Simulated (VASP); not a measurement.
Set up this calculation in VASP 6.6.1, as the native input.

- Task: single point
- Functional: r2SCAN
- Potentials or basis: VASP PAW PBE potentials, release 64 (Li_sv, F)
- Cutoff: 520 eV
- k mesh: 10 × 10 × 10
- Occupations: gaussian, width 0.05 eV
- Spin: no spin polarisation
- Dipole correction: no
- Further INCAR settings: ALGO = Normal; EDIFF = 1e-06; NBANDS = 12

LiF:

```
Li F
1.0
     0.00000    2.01400    2.09456
     2.01400    0.00000    2.09456
     2.01400    2.01400    0.00000
Li F
1 1
Direct
  0.00000 0.00000 0.00000
  0.50000 0.50000 0.50000
```

This cell differs from its parent crystal: strain +0.000 along x and y, +0.040 along z.

The input as run:

POSCAR

```
LiF
1.0
    0.0000000000      2.0140000000      2.0945600000
    2.0140000000      0.0000000000      2.0945600000
    2.0140000000      2.0140000000      0.0000000000
Li F
1 1
Direct
    0.0000000000      0.0000000000      0.0000000000
    0.5000000000      0.5000000000      0.5000000000
```

INCAR.step1

```
SYSTEM = LiF
PREC     = Accurate       ! precision mode
ENCUT    = 520            ! plane-wave cutoff, eV
ISMEAR   = 0              ! smearing method
SIGMA    = 0.05           ! smearing width, eV
LREAL    = .FALSE.        ! projectors in reciprocal space
LASPH    = .TRUE.         ! aspherical terms in the spheres
NELM     = 100            ! most SCF steps
NBANDS   = 12             ! bands
GGA      = PE             ! functional
ALGO     = Normal         ! electronic algorithm
EDIFF    = 1E-4           ! SCF threshold, eV
LWAVE    = .TRUE.         ! write WAVECAR
LCHARG   = .FALSE.        ! write CHGCAR
```

INCAR.step2

```
SYSTEM = LiF
PREC     = Accurate       ! precision mode
ENCUT    = 520            ! plane-wave cutoff, eV
EDIFF    = 1E-6           ! SCF threshold, eV
ISMEAR   = 0              ! smearing method
SIGMA    = 0.05           ! smearing width, eV
LREAL    = .FALSE.        ! projectors in reciprocal space
LASPH    = .TRUE.         ! aspherical terms in the spheres
NELM     = 100            ! most SCF steps
ALGO     = Normal         ! electronic algorithm
ISIF     = 2              ! what is computed and relaxed
LWAVE    = .FALSE.        ! write WAVECAR
LCHARG   = .FALSE.        ! write CHGCAR
METAGGA  = R2SCAN         ! meta-GGA
LMIXTAU  = .TRUE.       
NBANDS   = 12             ! bands
ISTART   = 1
```

KPOINTS

```
regular mesh
0
G
  10 10 10
  0 0 0
```

Potentials or basis: VASP PAW PBE potentials, release 64 (Li_sv, F).

Launch:

```bash
$ cat potpaw_PBE.64/Li_sv/POTCAR potpaw_PBE.64/F/POTCAR > POTCAR
$ cp INCAR.step1 INCAR
$ mpirun -np 1 vasp_std > vasp.out
$ cp INCAR.step2 INCAR
$ mpirun -np 1 vasp_std > vasp.out
```

It gave:

| Item | Value |
| --- | --- |
| Band gap on the k mesh | 9.84 eV |

Caveat: the cell differs from its parent crystal (strain +0.000 along x and y, +0.040 along z).

It took 39 s on 1 thread of Intel(R) Xeon(R) Platinum 8488C (Sapphire Rapids) (shared host), peak memory 0.14 GiB.
